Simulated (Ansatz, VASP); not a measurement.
# One calculation of C, two programs

```
C
1.0
     1.23248    0.71157    3.36094
    -1.23248    0.71157    3.36094
     0.00000   -1.42315    3.36094
C
2
Direct
  0.14783 0.14783 0.18999
  0.85217 0.85217 0.81001
```

Change from the starting cell: mode 4 frozen in at -0.048 Å and mode 6 at -0.060 Å (largest displacements).

Alike in both runs: task single point; functional PBE; dispersion D3(BJ); k mesh 15 × 15 × 15; occupations gaussian, width 0.05 eV; no spin polarisation.

```csv
,VASP,Ansatz
version,VASP 6.6.1,Ansatz 0.2.0
potentials or method,"VASP PAW PBE potentials, release 64 (C), cutoff 520 eV","scalar-relativistic, plane waves, PAW"
valence electrons in the cell,8,8
```

Ansatz gave:

| Quantity | Value |
| --- | --- |
| gap on the k mesh at the Fermi level (eV) | 0.25 |
| least direct gap on the mesh (eV) | 0.29 |
| pressure (GPa) | 6.8 |
| traceless stress, the component that is largest in VASP (GPa) | 18.48 |
| rms of the force components (eV/Å) | 4.269 |

Task: Estimate VASP's values.

Result: gap on the k mesh at the Fermi level (eV): 0.25; least direct gap on the mesh (eV): 0.29; pressure (GPa): 7.2; traceless stress, the component that is largest in VASP (GPa): 18.91; rms of the force components (eV/Å): 4.279.

Atom by atom the forces differ by 0.011 eV/Å (rms over components).
